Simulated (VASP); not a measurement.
A run of VASP 6.6.1:

POSCAR

```
Te
1.0
    4.6205170530      0.0000000000      0.0000000000
   -2.3102585265      4.0014851465      0.0000000000
    0.0000000000      0.0000000000      5.9085593353
Te
3
Direct
    0.0000000000      0.2535081044      0.3333333333
    0.2535081044      0.0000000000      0.6666666667
    0.7464918956      0.7464918956      0.0000000000
```

The input INCAR.step1:

```
SYSTEM = Te
  PREC = Accurate
  ENCUT = 520
  ISMEAR = 0
  SIGMA = 0.02
  LREAL = .FALSE.
  LASPH = .TRUE.
  NELM = 100
  NBANDS = 16
  GGA = PE
  ALGO = Normal
  EDIFF = 1E-4
  LWAVE = .TRUE.
  LCHARG = .FALSE.
```

File INCAR.step2:

```
SYSTEM = Te
  PREC = Accurate
  ENCUT = 520
  EDIFF = 1E-6
  ISMEAR = 0
  SIGMA = 0.02
  LREAL = .FALSE.
  LASPH = .TRUE.
  NELM = 100
  ALGO = Normal
  ISIF = 2
  LWAVE = .FALSE.
  LCHARG = .TRUE.
  METAGGA = R2SCAN
  LMIXTAU = .TRUE.
  LELF = .TRUE.
  LVHAR = .TRUE.
  NBANDS = 16
  ISTART = 1
```

File KPOINTS:

```
regular mesh
0
G
  9 9 6
  0 0 0
```

Potentials or basis: VASP PAW PBE potentials, release 64 (Te).

Launch:

```console
$ cat potpaw_PBE.64/Te/POTCAR > POTCAR
$ cp INCAR.step1 INCAR
$ mpirun -np 1 vasp_std > vasp.out
$ cp INCAR.step2 INCAR
$ mpirun -np 1 vasp_std > vasp.out
```

Hardware: 1 thread of Oxide Virtual Turin-like Processor, with other jobs on the host.

**Question.** How long does it take, and how much memory?

**Answer.** Run time: 7.1 min on 1 thread of Oxide Virtual Turin-like Processor, with other jobs on the host, peak memory 0.26 GiB. Counts: k points 62.
